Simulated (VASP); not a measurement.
Write the native input for VASP 6.6.1 that does the following.

| Property | Result |
| --- | --- |
| Task | single point |
| Functional | PBE |
| Potentials or basis | VASP PAW PBE potentials, release 64 (W_sv) |
| Cutoff | 520 eV |
| k mesh | 20 × 20 × 20 |
| Occupations | fermi-dirac, width 0.4 eV |
| Spin | no spin polarisation |
| Dipole correction | no |
| Further INCAR settings | ALGO = Fast; EDIFF = 1e-07; NBANDS = 13 |

The structure of W lies in POSCAR:

```
W
1.0
   -1.5973000000      1.5973000000      1.5174350000
    1.5973000000     -1.5973000000      1.5174350000
    1.5973000000      1.5973000000     -1.5174350000
W
1
Direct
    0.0000000000      0.0000000000      0.0000000000
```

This cell differs from its parent crystal: strain +0.000 along x and y, -0.050 along z.

These files were run (other wordings do the same):

INCAR

```
SYSTEM = W
  PREC = Accurate
  ENCUT = 520
  EDIFF = 1E-7
  ISMEAR = -1
  SIGMA = 0.4
  LREAL = .FALSE.
  LASPH = .TRUE.
  NELM = 60
  ALGO = Fast
  ISIF = 2
  LWAVE = .FALSE.
  LCHARG = .FALSE.
  GGA = PE
  NBANDS = 13
```

KPOINTS

```
regular mesh
0
G
  20 20 20
  0 0 0
```

Potentials or basis: VASP PAW PBE potentials, release 64 (W_sv).

Launch:

```console
$ cat potpaw_PBE.64/W_sv/POTCAR > POTCAR
$ mpirun -np 1 vasp_std > vasp.out
```

Results of the run:

```
Pressure               : 15.8 GPa
Band gap on the k mesh : zero (band 7 reaches 17.08 eV, above the bottom of band 8 at 10.56 eV)
```

Caveat: the cell differs from its parent crystal (strain +0.000 along x and y, -0.050 along z); spin-orbit coupling is left out, which moves the levels of the heavy elements.

It took 2.9 min on 1 thread of Intel(R) Xeon(R) Platinum 8175M CPU @ 2.50GHz (Skylake/Cascade Lake), on a shared host, peak memory 0.23 GiB.
